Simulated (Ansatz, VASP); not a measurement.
## GeCl3 in VASP and in Ansatz

```
Ge Cl
1.0
     5.39384    0.00000    0.00000
     0.00000    5.39384    0.00000
     0.00000    0.00000    3.57746
Ge Cl
1 3
Direct
  0.50000 0.50000 0.00000
  0.00000 0.50000 0.00000
  0.50000 0.00000 0.00000
  0.00000 0.00000 0.00000
```

Alike in both runs: functional PBE; k mesh 8 × 8 × 14; occupations gaussian, width 0.1 eV; no spin polarisation.

Ansatz relaxed the structure, and its values are those at the end. VASP's run is a single point on that final structure, the one shown.

```csv
,VASP,Ansatz
version,VASP 6.6.1,Ansatz 0.2.0
potentials or method,"VASP PAW PBE potentials, release 64 (Ge_d, Cl), cutoff 520 eV","scalar-relativistic, plane waves, PAW"
valence electrons in the cell,35,35
```

```tsv
	VASP	Ansatz	Ansatz less VASP
gap on the k mesh at the Fermi level (eV)	none	none	-
pressure (GPa)	-0.1	0.0	+0.07
```

A gap of «none» marks a metal or a gap that the smearing closes.
